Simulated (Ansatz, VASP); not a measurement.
## SrTiO3: VASP beside Ansatz

Contents of INCAR:

```
PREC = Accurate ; ENCUT = 520
EDIFF = 1E-6 ; ISMEAR = 0
SIGMA = 0.05 ; LREAL = False
LASPH = True ; NELM = 150
ALGO = Normal ; ISIF = 2
LWAVE = False ; LCHARG = False
LMAXMIX = 4 ; LDAU = True
LDAUTYPE = 2 ; LDAUL = -1 2 -1
LDAUU = 0 4 0 ; LDAUJ = 0 0 0
LDAUPRINT = 1 ; GGA = PE
NBANDS = 51
```

KPOINTS

```
regular mesh
0
Gamma
  6 6 6
```

POSCAR

```
SrTiO3
1.0
   -2.7819604969      2.7819604969      3.9634572565
    2.7819604969     -2.7819604969      3.9634572565
    2.7819604969      2.7819604969     -3.9634572565
Sr Ti O
2 2 6
Direct
    0.7500000000      0.2500000000      0.5000000000
    0.2500000000      0.7500000000      0.5000000000
    0.0000000000      0.0000000000      0.0000000000
    0.5000000000      0.5000000000      0.0000000000
    0.2500000000      0.2500000000      0.0000000000
    0.7500000000      0.7500000000      0.0000000000
    0.7223702783      0.2223702783      0.9447405566
    0.2223702783      0.2776297217      0.5000000000
    0.2776297217      0.7776297217      0.0552594434
    0.7776297217      0.7223702783      0.5000000000
```

Input for Ansatz:

```yaml
crystal:
  lattice:
    - [-2.7819673353, 2.7819673353, 3.9634425073]
    - [2.7819673353, -2.7819673353, 3.9634425073]
    - [2.7819673353, 2.7819673353, -3.9634425073]
  atoms:
    - { symbol: Sr, position: [0.75, 0.25, 0.5] }
    - { symbol: Sr, position: [0.25, 0.75, 0.5] }
    - { symbol: Ti, position: [0.0, 0.0, 0.0] }
    - { symbol: Ti, position: [0.5, 0.5, 0.0] }
    - { symbol: O, position: [0.25, 0.25, 0.0] }
    - { symbol: O, position: [0.75, 0.75, 0.0] }
    - { symbol: O, position: [0.722370382, 0.222370382, 0.9447407639] }
    - { symbol: O, position: [0.222370382, 0.277629618, 0.5] }
    - { symbol: O, position: [0.277629618, 0.777629618, 0.0552592361] }
    - { symbol: O, position: [0.777629618, 0.722370382, 0.5] }
basis:
  ecutwfc: 420
kpoints:
  mp_grid: { grid: [6, 6, 6] }
hamiltonian:
  xc: pbe
  hubbard: { sites: [{ species: Ti, l: d, u_eff: 4.0 }] }
scf:
  occupations: { method: gaussian, width: 0.05 }
output:
  forces: true
  stress: true
  eigenvalues: true
  write_density: true
  write_potential: true
  elf: true
  volumetric_format: npy
```

Alike in both runs: task single point; functional PBE; k mesh 6 × 6 × 6; occupations gaussian, width 0.05 eV; no spin polarisation; Hubbard terms Ti d U = 4.0 eV.

|  | VASP | Ansatz |
| --- | --- | --- |
| version | VASP 6.6.1 | Ansatz 0.2.0 |
| potentials or method | VASP PAW PBE potentials, release 64 (Sr_sv, Ti_sv, O), cutoff 520 eV | scalar-relativistic, plane waves, PAW |
| valence electrons in the cell | 80 | 80 |

Ansatz gave:

```
gap on the k mesh at the Fermi level (eV) : 2.41
least direct gap on the mesh (eV)         : 2.41
pressure (GPa)                            : 0.0
rms of the force components (eV/Å)        : 0.000
```

Question: Estimate VASP's values.

Answer: gap on the k mesh at the Fermi level (eV): 2.42; least direct gap on the mesh (eV): 2.43; pressure (GPa): 2.6; rms of the force components (eV/Å): 0.004.

The programs project onto different local orbitals, so the same U acts differently, and such runs can settle in different states. Atom by atom the forces differ by 0.005 eV/Å (rms over components).
